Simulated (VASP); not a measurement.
Here is a VASP 6.6.1 calculation.

INCAR

```
PREC = Accurate
ENCUT = 520
EDIFF = 1E-7
ISMEAR = 0
SIGMA = 0.05
LREAL = F
LASPH = T
NELM = 150
ALGO = Normal
ISIF = 2
LWAVE = F
LCHARG = F
ISPIN = 2
MAGMOM = 1.5 0.5
LORBIT = 11
LMAXMIX = 4
GGA = PS
NBANDS = 19
```

Contents of KPOINTS:

```
regular mesh
0
Gamma
  1 1 17
```

File POSCAR:

```
TiC
1.0
    9.0000000000      0.0000000000      0.0000000000
    0.0000000000      9.3000000000      0.0000000000
    0.0000000000      0.0000000000      3.6791666539
Ti C
1 1
Direct
    0.5000000000      0.5000000000      0.0000000000
    0.5000000000      0.5000000000      0.5000000000
```

Potentials or basis: VASP PAW PBE potentials, release 64 (Ti_sv, C).

Command:

```console
$ cat potpaw_PBE.64/Ti_sv/POTCAR potpaw_PBE.64/C/POTCAR > POTCAR
$ mpirun -np 1 vasp_std > vasp.out
```

Estimate the site moments.

Ti +0.43; C -0.04 μB.

Predict the net moment.

0.59 μB per cell.
